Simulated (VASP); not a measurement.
Here is a VASP 6.6.1 calculation.

File INCAR:

```
SYSTEM = PbS
PREC     = Accurate       ! precision mode
ENCUT    = 520            ! plane-wave cutoff, eV
EDIFF    = 1E-7           ! SCF threshold, eV
ISMEAR   = -1             ! smearing method
SIGMA    = 0.02           ! smearing width, eV
LREAL    = .False.        ! projectors in reciprocal space
LASPH    = .True.         ! aspherical terms in the spheres
NELM     = 60             ! most SCF steps
ALGO     = Normal         ! electronic algorithm
ISIF     = 2              ! what is computed and relaxed
LWAVE    = .False.        ! write WAVECAR
LCHARG   = .True.         ! write CHGCAR
GGA      = PE             ! functional
LELF     = .True.         ! ELF
LVHAR    = .True.       
NBANDS   = 28             ! bands
```

Contents of KPOINTS:

```
Automatic mesh
0
Gamma
  6 6 4
  0 0 0
```

The input POSCAR:

```
PbS
1.0
    4.2354792753      0.0000000000      0.0000000000
   -2.1177396376      3.6680326496      0.0000000000
    0.0000000000      0.0000000000      7.5039214150
Pb S
2 2
Direct
    0.0000000000      0.0000000000      0.0000000000
    0.0000000000      0.0000000000      0.5000000000
    0.3333333333      0.6666666667      0.2500000000
    0.6666666667      0.3333333333      0.7500000000
```

Potentials or basis: VASP PAW PBE potentials, release 64 (Pb_d, S).

Launch:

```console
$ cat potpaw_PBE.64/Pb_d/POTCAR potpaw_PBE.64/S/POTCAR > POTCAR
$ mpirun -np 1 vasp_std > vasp.out
```

Task: Estimate the band gap on the k mesh.

Result: 0.20 eV.

Task: Predict the pressure.

Result: -2.7 GPa.

Stress tensor (GPa, compression positive):
```
-2.52  0.00  0.00
 0.00 -2.52  0.00
 0.00  0.00 -3.16
```

Caveat: spin-orbit coupling is left out, which moves the levels of the heavy elements. A k mesh can miss the band edges.
